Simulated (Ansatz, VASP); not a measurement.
**AlGa3N4 in VASP and in Ansatz**

```
CELL_PARAMETERS angstrom
4.35594 0.00000 0.00000
0.00000 4.35594 0.00000
0.00000 0.00000 4.24425
ATOMIC_POSITIONS crystal
Al 0.00000 0.00000 0.00000
Ga 0.50000 0.50000 0.00000
Ga 0.50000 0.00000 0.50000
Ga 0.00000 0.50000 0.50000
N 0.75503 0.75503 0.24497
N 0.75503 0.24497 0.75503
N 0.24497 0.75503 0.75503
N 0.24497 0.24497 0.24497
```

Change from the starting cell: strain -0.025 along x and y, -0.050 along z, atoms carried along.

Alike in both runs: task single point; functional PBEsol; k mesh 6 × 6 × 6; occupations gaussian, width 0.05 eV; no spin polarisation.

|  | VASP | Ansatz |
| --- | --- | --- |
| version | VASP 6.6.1 | Ansatz 0.2.0 |
| potentials or method | VASP PAW PBE potentials, release 64 (Al, Ga_d, N), cutoff 520 eV | scalar-relativistic, plane waves, PAW |
| valence electrons in the cell | 62 | 62 |

VASP gave:

- gap on the k mesh at the Fermi level (eV): 2.95
- least direct gap on the mesh (eV): 2.95
- pressure (GPa): 23.9
- traceless stress, the component that is largest in VASP (GPa): 1.76
- rms of the force components (eV/Å): 0.015

Task: Which values does Ansatz return?

Result: gap on the k mesh at the Fermi level (eV): 2.93; least direct gap on the mesh (eV): 2.93; pressure (GPa): 24.1; traceless stress, the component that is largest in VASP (GPa): 1.74; rms of the force components (eV/Å): 0.022.

VASP's potentials were made for PBE, not for PBEsol. Atom by atom the forces differ by 0.011 eV/Å (rms over components).
